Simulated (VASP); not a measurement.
A run of VASP 6.6.1 is set up as follows.

The input POSCAR:

```
SnSe
1.0
    0.0000000000      3.0021131537      3.0021131537
    3.0021131537      0.0000000000      3.0021131537
    3.0021131537      3.0021131537      0.0000000000
Sn Se
1 1
Direct
    0.0000000000      0.0000000000      0.0000000000
    0.5000000000      0.5000000000      0.5000000000
```

The input INCAR.step1:

```
SYSTEM = SnSe
ALGO     = Normal         ! electronic algorithm
EDIFF    = 1E-4           ! SCF threshold, eV
ENCUT    = 520            ! plane-wave cutoff, eV
GGA      = PE             ! functional
ISMEAR   = -1             ! smearing method
LASPH    = .True.         ! aspherical terms in the spheres
LCHARG   = .False.        ! write CHGCAR
LREAL    = .False.        ! projectors in reciprocal space
LWAVE    = .True.         ! write WAVECAR
NBANDS   = 17             ! bands
NELM     = 100            ! most SCF steps
PREC     = Accurate       ! precision mode
SIGMA    = 0.02           ! smearing width, eV
```

Contents of INCAR.step2:

```
SYSTEM = SnSe
ALGO     = Normal         ! electronic algorithm
EDIFF    = 1E-6           ! SCF threshold, eV
ENCUT    = 520            ! plane-wave cutoff, eV
ISIF     = 2              ! what is computed and relaxed
ISMEAR   = -1             ! smearing method
ISTART   = 1            
LASPH    = .True.         ! aspherical terms in the spheres
LCHARG   = .False.        ! write CHGCAR
LMIXTAU  = .True.       
LREAL    = .False.        ! projectors in reciprocal space
LWAVE    = .False.        ! write WAVECAR
METAGGA  = R2SCAN         ! meta-GGA
NBANDS   = 17             ! bands
NELM     = 100            ! most SCF steps
PREC     = Accurate       ! precision mode
SIGMA    = 0.02           ! smearing width, eV
```

The input KPOINTS:

```
k-points
0
Gamma
  8 8 8
  0 0 0
```

Potentials or basis: VASP PAW PBE potentials, release 64 (Sn_d, Se).

The run is started by

```console
$ cat potpaw_PBE.64/Sn_d/POTCAR potpaw_PBE.64/Se/POTCAR > POTCAR
$ cp INCAR.step1 INCAR
$ mpirun -np 1 vasp_std > vasp.out
$ cp INCAR.step2 INCAR
$ mpirun -np 1 vasp_std > vasp.out
```

Problem. Predict the band gap on the k mesh.

Solution. 0.49 eV.

Problem. Predict the pressure.

Solution. 0.3 GPa.

Caveat: the structure was generated, so it needn't be the stable form of SnSe; semilocal functionals underestimate gaps, and a narrow one can read as zero; the PAW data sets were made with another functional, which shifts forces and pressure a little; spin-orbit coupling is left out, which moves the levels of the heavy elements. A k mesh can miss the band edges.
